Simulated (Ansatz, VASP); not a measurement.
**One calculation of SnO3, two programs**

```
Sn O
1.0
     6.04342    0.00000    0.00000
     0.00000    6.04342    0.00000
     0.00000    0.00000    6.04342
Sn O
2 6
Cartesian
  3.0217 3.0217 3.0217
  0.0000 0.0000 0.0000
  0.6594 3.0217 3.0217
  5.3840 3.0217 3.0217
  3.0217 0.6594 3.0217
  3.0217 5.3840 3.0217
  3.0217 3.0217 0.6594
  3.0217 3.0217 5.3840
```

Alike in both runs: functional PBE; k mesh 6 × 6 × 6; occupations gaussian, width 0.1 eV; no spin polarisation.

Ansatz relaxed the structure, and its values are those at the end. VASP's run is a single point on that final structure, the one shown.

```csv
,VASP,Ansatz
version,VASP 6.6.1,Ansatz 0.2.0
potentials or method,"VASP PAW PBE potentials, release 64 (Sn_d, O_h), cutoff 1340 eV","scalar-relativistic, plane waves, PAW"
valence electrons in the cell,64,64
```

VASP gave:

```
gap on the k mesh at the Fermi level (eV) : none
pressure (GPa)                            : -0.1
rms of the force components (eV/Å)        : 0.008
```

**Question.** What did Ansatz give for the same quantities?

**Answer.** gap on the k mesh at the Fermi level (eV): none; pressure (GPa): 0.0; rms of the force components (eV/Å): 0.004.

A gap of «none» marks a metal or a gap that the smearing closes. With one functional, cell and mesh, what is left measures potentials, basis and numerics.
